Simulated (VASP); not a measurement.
# BN (I-4m2) in VASP: G0W0 quasiparticle levels with PBE

Aim: the G0W0 quasiparticle levels of BN with PBE.

All numbers are computed with VASP 6.6.1; they aren't measurements. Logs are shortened: lines on timing, memory, paths and dates and some standing lists are left out, and cuts for length are marked.

### Step 1. The cell of the first run

It takes space group I-4m2 (No. 119, tetragonal). Conventional cell: a = 2.552 Å, b = 2.552 Å, c = 3.628 Å, α = 90.00°, β = 90.00°, γ = 90.00°. Within 2.1 Å of B (site symmetry -4m2) lie 4 N at 1.57 Å. Within 2.1 Å of N (site symmetry -4m2) lie 4 B at 1.57 Å.

### Step 2. G0W0 quasiparticle levels, PBE

File POSCAR:

```
BN
1.0
    0.0000000000      1.8048254497      1.8138495769
    1.8048254497      0.0000000000      1.8138495769
    1.8048254497      1.8048254497      0.0000000000
B N
1 1
Direct
    0.0000000000      0.0000000000      0.0000000000
    0.2500000000      0.2500000000      0.2500000000
```

File INCAR.step1:

```
PREC = Accurate
ENCUT = 500
EDIFF = 1E-8
ISMEAR = 0
SIGMA = 0.01
LREAL = F
LASPH = T
NELM = 100
ALGO = Normal
LWAVE = T
LCHARG = F
GGA = PE
```

File INCAR.step2:

```
PREC = Accurate
ENCUT = 500
EDIFF = 1E-8
ISMEAR = 0
SIGMA = 0.01
LREAL = F
LASPH = T
NELM = 1
ALGO = Exact
LWAVE = T
LCHARG = F
GGA = PE
NBANDS = 53
LOPTICS = T
ISTART = 1
```

File INCAR.step3:

```
PREC = Accurate
ENCUT = 500
EDIFF = 1E-8
ISMEAR = 0
SIGMA = 0.01
LREAL = F
LASPH = T
ALGO = EVGW0
LWAVE = F
LCHARG = F
GGA = PE
NELMGW = 1
NBANDS = 53
ENCUTGW = 150.0
NOMEGA = 48
PRECFOCK = Fast
ISTART = 1
NBANDSGW = 12
```

File KPOINTS:

```
Automatic mesh
0
Gamma
  6 6 6
```

Potentials or basis: VASP PAW PBE potentials, release 64 (B_GW, N_GW).

The run is started by

```
cat potpaw_PBE.64/B_GW/POTCAR potpaw_PBE.64/N_GW/POTCAR > POTCAR
cp INCAR.step1 INCAR
mpirun -np 1 vasp_std > vasp.out
cp INCAR.step2 INCAR
mpirun -np 1 vasp_std > vasp.out
cp INCAR.step3 INCAR
mpirun -np 1 vasp_std > vasp.out
```

OUTCAR:

```text
PREC = Accurate
   ENCUT = 500
   EDIFF = 1E-8
   ISMEAR = 0
   LREAL = F
   LASPH = T
   GGA = PE
   NELMGW = 1
   ENCUTGW = 150.0
   PRECFOCK = Fast
   ISTART = 1

 ion  position               nearest neighbor table
   1  0.000  0.000  0.000-   2 1.57   2 1.57   2 1.57   2 1.57
   2  0.250  0.250  0.250-   1 1.57   1 1.57   1 1.57   1 1.57

  LATTYP: Found a body centered tetragonal cell.
 ALAT       =     2.5524086287
 C/A-ratio  =     1.4212846301

  Lattice vectors:

 A1 = (  -1.8048254497,   0.0000000000,   1.8138495769)
 A2 = (   1.8048254497,   0.0000000000,   1.8138495769)
 A3 = (   0.0000000000,   1.8048254497,  -1.8138495769)

Analysis of symmetry for initial positions (statically):
=====================================================================
 Subroutine PRICEL returns:
 Original cell was already a primitive cell.

 Routine SETGRP: Setting up the symmetry group for a
 body centered tetragonal supercell.

 Subroutine GETGRP returns: Found  8 space group operations
 (whereof  8 operations were pure point group operations)
 out of a pool of 16 trial point group operations.

The static configuration has the point symmetry D_2d.

Analysis of symmetry for dynamics (positions and initial velocities):
=====================================================================
 Subroutine PRICEL returns:
 Original cell was already a primitive cell.

 Routine SETGRP: Setting up the symmetry group for a
 body centered tetragonal supercell.

 Subroutine GETGRP returns: Found  8 space group operations
 (whereof  8 operations were pure point group operations)
 out of a pool of 16 trial point group operations.

The dynamic configuration has the point symmetry D_2d.

 Subroutine INISYM returns: Found  8 space group operations
 (whereof  8 operations are pure point group operations),
 and found     1 'primitive' translations

----------------------------------------------------------------------------------------

                                     Primitive cell

  volume of cell :      11.8168

  direct lattice vectors                    reciprocal lattice vectors
     0.000000000  1.804825450  1.813849577    -0.277035101  0.277035101  0.275656817
     1.804825450  0.000000000  1.813849577     0.277035101 -0.277035101  0.275656817
     1.804825450  1.804825450  0.000000000     0.277035101  0.277035101 -0.275656817

  length of vectors
     2.558797607  2.558797607  2.552408629     0.479044439  0.479044439  0.479044439

  position of ions in fractional coordinates (direct lattice)
     0.000000000  0.000000000  0.000000000
     0.250000000  0.250000000  0.250000000

  ion indices of the primitive-cell ions
   primitive index   ion index
                 1           1
                 2           2

----------------------------------------------------------------------------------------

 KPOINTS: Automatic mesh

Automatic generation of k-mesh.
 Grid dimensions read from file:
 generate k-points for:    6    6    6

 Generating k-lattice:

  Cartesian coordinates                     Fractional coordinates (reciprocal lattice)
    -0.046172517  0.046172517  0.045942803     0.166666667  0.000000000  0.000000000
     0.046172517 -0.046172517  0.045942803     0.000000000  0.166666667  0.000000000
     0.046172517  0.046172517 -0.045942803     0.000000000  0.000000000  0.166666667

  Length of vectors
     0.079840740  0.079840740  0.079840740

  Shift w.r.t. Gamma in fractional coordinates (k-lattice)
     0.000000000  0.000000000  0.000000000

 Subroutine IBZKPT returns following result:
 ===========================================

 Found     30 irreducible k-points:

 Following reciprocal coordinates:
            Coordinates               Weight
  0.000000  0.000000  0.000000      1.000000
  0.166667  0.000000  0.000000      8.000000
  0.333333  0.000000  0.000000      8.000000
  0.500000  0.000000  0.000000      4.000000
  0.166667  0.166667  0.000000      2.000000
  0.333333  0.166667  0.000000      8.000000
[... 16 lines left out ...]
  0.333333  0.000000  0.333333      4.000000
  0.500000  0.000000  0.333333     16.000000
 [... further k-points ...]
   k-points           NKPTS =     30   k-points in BZ     NKDIM =    216   number of bands    NBANDS=     53
   number of dos      NEDOS =    301   number of ions     NIONS =      2
   total plane-waves  NPLWV =   8000
   dimension x,y,z NGX =    20 NGY =   20 NGZ =   20
   dimension x,y,z NGXF=    40 NGYF=   40 NGZF=   40
   ions per type =               1   1
   NGX,Y,Z   is equivalent  to a cutoff of  12.99, 12.99, 13.03 a.u.
   NGXF,Y,Z  is equivalent  to a cutoff of  25.99, 25.99, 26.05 a.u.
 SYSTEM =  unknown system
   PREC   = accura    normal or accurate (medium, high low for compatibility)
   ISTART =      1    job   : 0-new  1-cont  2-samecut
   ICHARG =      0    charge: 1-file 2-atom 10-const
   ISPIN  =      1    spin polarized calculation?
   LNONCOLLINEAR =      F non collinear calculations
   LSORBIT =      F    spin-orbit coupling
   LASPH  =      T    aspherical Exc in radial PAW
   ENCUT  =  500.0 eV  36.75 Ry    6.06 a.u.   4.67  4.67  4.65*2*pi/ulx,y,z
   NELM   =     60;   NELMIN=  2; NELMDL=  0     # of ELM steps
   EDIFF  = 0.1E-07   stopping-criterion for ELM
   LREAL  =      F    real-space projection
   EDIFFG = 0.1E-06   stopping-criterion for IOM
   NSW    =      0    number of steps for IOM
   IBRION =     -1    ionic relax: 0-MD 1-quasi-New 2-CG
   NFREE  =      0    steps in history (QN), initial steepest desc. (CG)
   ISIF   =      0    stress and relaxation
   ISYM   =      3    0-nonsym 1-usesym 2-fastsym
   POTIM  = 0.5000    time-step for ionic-motion
   TEBEG  =    0.0;   TEEND  =   0.0 temperature during run
   PSTRESS=    0.0 pullay stress
   NELECT =       8.0000    total number of electrons
   NUPDOWN=      -1.0000    fix difference up-down
   EMIN   =  10.00;   EMAX   =-10.00  energy-range for DOS
   EFERMI =   0.00;   METHOD = LEGACY
   ISMEAR =     0;   SIGMA  =   0.01  broadening in eV -4-tet -1-fermi 0-gaus
   EFERMI_NEDOS =   21; number of points for ismear=-14 and -15
   IALGO  =     38    algorithm
   IMIX   =      4    mixing-type and parameters
     AMIX     =   0.40;   BMIX     =  1.00
     AMIX_MAG =   1.60;   BMIX_MAG =  1.00
  volume/ion in A,a.u.               =       5.91        39.87
  Fermi-wavevector in a.u.,A,eV,Ry     =   1.437488  2.716459 28.114700  2.066372
  Thomas-Fermi vector in A             =   2.556560
   LORBIT       =      0    0 simple, 1 ext, 2 COOP (PROOUT), +10 PAW based schemes
   GGA     = PE    functional components
   LHFCALC =     T    Hartree Fock is set to
   PRECFOCK=fast      Normal, Fast or Accurate (Low or Medium for compatibility)
   ENCUT4O =  -1.0   cutoff for four orbital integrals eV
   NKREDX  =     1    reduce k-point grid by
   NKREDY  =     1    reduce k-point grid by
   NKREDZ  =     1    reduce k-point grid by
   AEXX    =    1.0000 exact exchange contribution
   HFSCREEN=    0.0000 screening length (either q_TF or 0.3 A-1)
   HFSCREENC=   0.0000 screening length for correlation (either q_TF or 0.3 A-1)
   ENCUTFOCK=  -1.0 apply spherical cutoff to Coloumb kernel
   IVDW    =     0    specifies the selected vdW correction
   LEPSILON=     F    determine dielectric tensor
   LRPA    =     F    only Hartree local field effects (RPA)
   LRPAFORCE           =     F    calculate RPA forces
   ENCUTGW             = 150.0    cutoff for response function in eV
   ENCUTGWSOFT         = 120.0    soft cutoff for Coulomb kernel in GW response function in eV
   ENCUTLF             =  -1.0    cutoff for local field effects
   NELMGW              =     1    number of iterations in solving QP/BSE equation
   NELMHF              =     1    number of iterations in the inner HF iteration
   NKREDLFX            =     1    NKREDLFY  =   1   NKREDLFZ  =   1
 non-spin polarized calculation
 Gauss-broadening in eV      SIGMA  =   0.01
  energy-cutoff  :      500.00
  volume of cell :       11.82
 maximum number of plane-waves:       310
 NGX is ok and might be reduce to    20
  NGX = 12; NGY = 12; NGZ = 12
   NGX =  9   NGY =  9   NGZ =  9
 maximum number of plane-waves:        59

 QP shifts <psi_nk| G(iteration)W_0 |psi_nk>: iteration 1
 for sc-GW calculations column KS-energies equals QP-energies in previous step
 and V_xc(KS)=  KS-energies - (<T + V_ion + V_H > + <T+V_H+V_ion>^1  + <V_x>^1)

 k-point   1 :       0.0000    0.0000    0.0000
  band No.  KS-energies  QP-energies   sigma(KS)   V_xc(KS)     V^pw_x(r,r')   Z            occupation Imag(sigma)

      1     -12.7713     -14.7532     -18.0355     -15.4856     -26.4924       0.7772       2.0000       1.4671
      2       7.4224       6.6634     -19.1968     -18.2766     -21.8825       0.8248       2.0000       0.0898
      3       7.4720       6.7162     -19.2026     -18.2862     -21.8896       0.8247       2.0000       0.0897
      4       7.4720       6.7162     -19.2026     -18.2862     -21.8896       0.8247       2.0000       0.0897
      5      16.2614      17.6224     -12.1415     -13.7777      -6.9992       0.8318       0.0000      -0.1113
      6      16.2614      17.6224     -12.1415     -13.7777      -6.9992       0.8318       0.0000      -0.1113
      7      16.2969      17.6588     -12.1553     -13.7925      -7.0120       0.8319       0.0000      -0.1112
      8      17.7933      18.9979     -13.9533     -15.4321      -8.3868       0.8145       0.0000      -0.1364
      9      32.1904      32.7084     -10.7842     -11.4372      -3.3072       0.7932       0.0000      -0.6084
     10      35.0946      36.3517     -11.8065     -13.3081      -5.4563       0.8372       0.0000      -0.5743
     11      35.3554      36.6195     -11.8124     -13.3227      -5.4413       0.8370       0.0000      -0.5909
     12      35.6573      36.3302     -10.2593     -11.0656      -3.0483       0.8346       0.0000      -0.9719

 k-point   2 :       0.1667    0.0000    0.0000
  band No.  KS-energies  QP-energies   sigma(KS)   V_xc(KS)     V^pw_x(r,r')   Z            occupation Imag(sigma)
[... 353 lines left out ...]
      1      -7.7288      -9.3096     -19.0536     -16.9578     -26.5381       0.7542       2.0000       0.7767
      2      -0.6562      -2.2088     -17.6454     -15.6655     -22.2502       0.7842       2.0000       0.2021
      3       1.5225       0.1819     -17.3628     -15.6924     -21.1481       0.8026       2.0000       0.1453
      4       3.1144       1.9292     -17.9443     -16.4780     -21.4582       0.8083       2.0000       0.1244
      5      13.6594      14.5311     -12.0037     -13.0384      -7.3490       0.8425       0.0000      -0.0994
      6      18.5448      19.6260     -12.1301     -13.4304      -6.7995       0.8316       0.0000      -0.1246
      7      23.6443      25.4114     -13.5643     -15.8181      -6.6296       0.7841       0.0000      -0.2429
      8      23.8153      25.5322     -13.6442     -15.8376      -6.6783       0.7827       0.0000      -0.2486
      9      27.5093      29.0670     -13.8535     -15.8568      -6.5540       0.7775       0.0000      -0.3548
     10      34.1142      35.5363     -11.9266     -13.7134      -3.9315       0.7959       0.0000      -0.8537
     11      37.6614      38.8363     -11.4523     -12.8733      -4.2861       0.8268       0.0000      -0.9046
     12      42.1116      43.1596     -10.8224     -12.0894      -3.2002       0.8272       0.0000      -1.1969

 [... further k-points ...]
```

It used 82 s of CPU time on 1 thread of Intel Xeon 6975P-C (shared host).

What came out:

| Item | Value |
| --- | --- |
| Band gap on the k mesh, mean-field level | 4.42 eV, indirect (least direct gap 8.79 eV) |
| Quasiparticle gap | 5.90 eV |
| Least direct quasiparticle gap | 10.91 eV |

Levels at points of the mesh, in eV from the valence-band top:
```csv
k point,band 1,band 2,band 3,band 4,band 5,band 6,band 7,band 8
"(0.00, 0.00, 0.00)",-20.24,-0.05,0.00,0.00,8.79,8.79,8.82,10.32
"(0.50, 0.00, 0.00)",-16.03,-10.71,-2.00,-1.92,10.10,10.68,10.72,15.24
"(0.50, 0.50, 0.00)",-14.70,-8.98,-4.88,-4.88,4.50,9.29,17.90,17.90
"(0.50, 0.00, 0.50)",-14.64,-8.91,-4.94,-4.94,4.42,9.17,17.87,17.95
```

Caveat: the k points lie up to 0.50 Å⁻¹ apart; bands, screening cutoff and mesh are small and nothing is extrapolated, so the quasiparticle values aren't converged.
